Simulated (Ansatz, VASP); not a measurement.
Two plane-wave programs on SiC

File INCAR:

```
PREC = Accurate
ENCUT = 520
EDIFF = 1E-6
ISMEAR = 0
SIGMA = 0.05
LREAL = False
LASPH = True
NELM = 60
ALGO = Normal
ISIF = 2
LWAVE = False
LCHARG = True
GGA = PE
LELF = True
LVHAR = True
NBANDS = 26
```

The input KPOINTS:

```
Automatic mesh
0
Gamma
  12 12 4
```

The input POSCAR:

```
SiC
1.0
    3.0941201807      0.0000000000      0.0000000000
   -1.5470600903      2.6795866789      0.0000000000
    0.0000000000      0.0000000000     10.1293391985
Si C
4 4
Direct
    0.6666666667      0.3333333333      0.9378441878
    0.3333333333      0.6666666667      0.4378441878
    0.0000000000      0.0000000000      0.6878995565
    0.0000000000      0.0000000000      0.1878995565
    0.6666666667      0.3333333333      0.7547436021
    0.3333333333      0.6666666667      0.2547436021
    0.0000000000      0.0000000000      0.5053839660
    0.0000000000      0.0000000000      0.0053839660
```

Input for Ansatz:

```yaml
crystal:
  lattice:
    - [3.0941201807, 0.0, 0.0]
    - [-1.5470600903, 2.6795866789, 0.0]
    - [0.0, 0.0, 10.1293391985]
  atoms:
    - { symbol: Si, position: [0.6666666667, 0.3333333333, 0.9378441878] }
    - { symbol: Si, position: [0.3333333333, 0.6666666667, 0.4378441878] }
    - { symbol: Si, position: [0.0, 0.0, 0.6878995565] }
    - { symbol: Si, position: [0.0, 0.0, 0.1878995565] }
    - { symbol: C, position: [0.6666666667, 0.3333333333, 0.7547436021] }
    - { symbol: C, position: [0.3333333333, 0.6666666667, 0.2547436021] }
    - { symbol: C, position: [0.0, 0.0, 0.505383966] }
    - { symbol: C, position: [0.0, 0.0, 0.005383966] }
basis:
  ecutwfc: 420
kpoints:
  mp_grid: { grid: [12, 12, 4] }
hamiltonian:
  xc: pbe
scf:
  occupations: { method: gaussian, width: 0.05 }
output:
  forces: true
  stress: true
  eigenvalues: true
```

Change from the starting cell: all C atoms moved +0.050 Å, as atom 5 along Cartesian [0 0 1].

Alike in both runs: task single point; functional PBE; k mesh 12 × 12 × 4; occupations gaussian, width 0.05 eV; no spin polarisation.

|  | VASP | Ansatz |
| --- | --- | --- |
| version | VASP 6.6.1 | Ansatz 0.2.0 |
| potentials or method | VASP PAW PBE potentials, release 64 (Si, C), cutoff 520 eV | scalar-relativistic, plane waves, PAW |
| valence electrons in the cell | 32 | 32 |

|  | VASP | Ansatz | Ansatz less VASP |
| --- | --- | --- | --- |
| gap on the k mesh at the Fermi level (eV) | 2.04 | 2.04 | +0.001 |
| least direct gap on the mesh (eV) | 3.14 | 3.14 | +0.001 |
| pressure (GPa) | 0.2 | 0.3 | +0.05 |
| traceless stress, the component that is largest in VASP (GPa) | 3.86 | 3.87 | +0.002 |
| rms of the force components (eV/Å) | 0.575 | 0.576 | +0.0003 |

Atom by atom the forces differ by 0.001 eV/Å (rms over components).
